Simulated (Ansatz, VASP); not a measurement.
# BaTiO3 in VASP and in Ansatz

```
Ba Ti O
1.0
     3.96675    0.00000    0.00000
     0.00000    3.96675    0.00000
     0.00000    0.00000    3.98371
Ba Ti O
1 1 3
Direct
  0.00000 0.00000 0.00000
  0.50000 0.50000 0.48200
  0.50000 0.50000 0.01600
  0.50000 0.00000 0.51500
  0.00000 0.50000 0.51500
```

Alike in both runs: task single point; functional r2SCAN; k mesh 7 × 7 × 7; no spin polarisation.

```csv
,VASP,Ansatz
version,VASP 6.6.1,Ansatz 0.2.0
potentials or method,"VASP PAW PBE potentials, release 64 (Ba_sv, Ti_sv, O), cutoff 520 eV",PAW plane waves
occupations,"fermi-dirac, width 0.1 eV",fermi-dirac
valence electrons in the cell,40,40
```

```csv
,VASP,Ansatz,Ansatz less VASP
pressure (GPa),6.3,4.1,-2.15
"traceless stress, the component that is largest in VASP (GPa)",1.24,1.13,-0.104
rms of the force components (eV/Å),0.110,0.104,-0.0057
```

VASP's potentials were made for PBE, not for r2SCAN. Atom by atom the forces differ by 0.043 eV/Å (rms over components).

Neither program's run includes spin-orbit coupling.
